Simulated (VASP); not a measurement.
Write the native input for VASP 6.6.1 that does the following.

* Task: single point
* Functional: PBEsol
* Potentials or basis: VASP PAW PBE potentials, release 64 (Zn)
* Cutoff: 520 eV
* k mesh: 22 × 22 × 22
* Occupations: gaussian, width 0.15 eV
* Spin: no spin polarisation
* Dipole correction: no
* Further INCAR settings: ALGO = Fast; EDIFF = 1e-06; NBANDS = 12

The structure of Zn lies in POSCAR:

```
Zn
1.0
   -1.1327962557      1.5718505943      1.5718505943
    1.5718505943     -1.1327962557      1.5718505943
    1.5718505943      1.5718505943     -1.1327962557
Zn
1
Direct
    0.0000000000      0.0000000000      0.0000000000
```

These files were run (other wordings do the same):

INCAR

```
PREC = Accurate
ENCUT = 520
EDIFF = 1E-6
ISMEAR = 0
SIGMA = 0.15
LREAL = F
LASPH = T
NELM = 60
ALGO = Fast
ISIF = 2
LWAVE = F
LCHARG = F
GGA = PS
NBANDS = 12
```

KPOINTS

```
Automatic mesh
0
Gamma
  22 22 22
```

Potentials or basis: VASP PAW PBE potentials, release 64 (Zn).

Run with:

```sh
$ cat potpaw_PBE.64/Zn/POTCAR > POTCAR
$ mpirun -np 1 vasp_std > vasp.out
```

Results of the run:

```
Pressure               : 7.3 GPa
Band gap on the k mesh : zero (band 6 reaches 7.64 eV, above the bottom of band 7 at 0.58 eV)
```

Caveat: the PAW data sets were made with another functional, which shifts forces and pressure a little.

Wall time 2.2 min on 1 thread of Intel(R) Xeon(R) Platinum 8488C (Sapphire Rapids) (shared host), peak memory 0.27 GiB.
